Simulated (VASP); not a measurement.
A run of VASP 6.6.1:

Contents of INCAR:

```
  PREC = Accurate
  ENCUT = 600
  EDIFF = 1E-6
  ISMEAR = -1
  SIGMA = 0.05
  LREAL = F
  LASPH = T
  NELM = 150
  ALGO = Normal
  ISIF = 3
  LWAVE = F
  LCHARG = F
  LMAXMIX = 4
  LDAU = T
  LDAUTYPE = 2
  LDAUL = 2 -1
  LDAUU = 6 0
  LDAUJ = 0 0
  LDAUPRINT = 1
  GGA = PS
  IBRION = 2
  NSW = 60
  EDIFFG = -0.01
```

File KPOINTS:

```
Automatic mesh
0
Gamma
  10 10 10
```

POSCAR

```
WC
1.0
    0.0000000000      2.1926840000      2.1926840000
    2.1926840000      0.0000000000      2.1926840000
    2.1926840000      2.1926840000      0.0000000000
W C
1 1
Direct
    0.0000000000      0.0000000000      0.0000000000
    0.5000000000      0.5000000000      0.5000000000
```

Potentials or basis: VASP PAW PBE potentials, release 64 (W_sv, C).

Run with:

```sh
$ cat potpaw_PBE.64/W_sv/POTCAR potpaw_PBE.64/C/POTCAR > POTCAR
$ mpirun -np 1 vasp_std > vasp.out
```

Hardware: 1 thread of Intel(R) Xeon(R) Platinum 8488C (Sapphire Rapids), with other jobs on the host.

**Question.** How long does it take, and how much memory?

**Answer.** Wall time 31 s on 1 thread of Intel(R) Xeon(R) Platinum 8488C (Sapphire Rapids), on a shared host, peak memory 0.17 GiB. Counts: scf iterations 28, k points 47, ion steps 3.
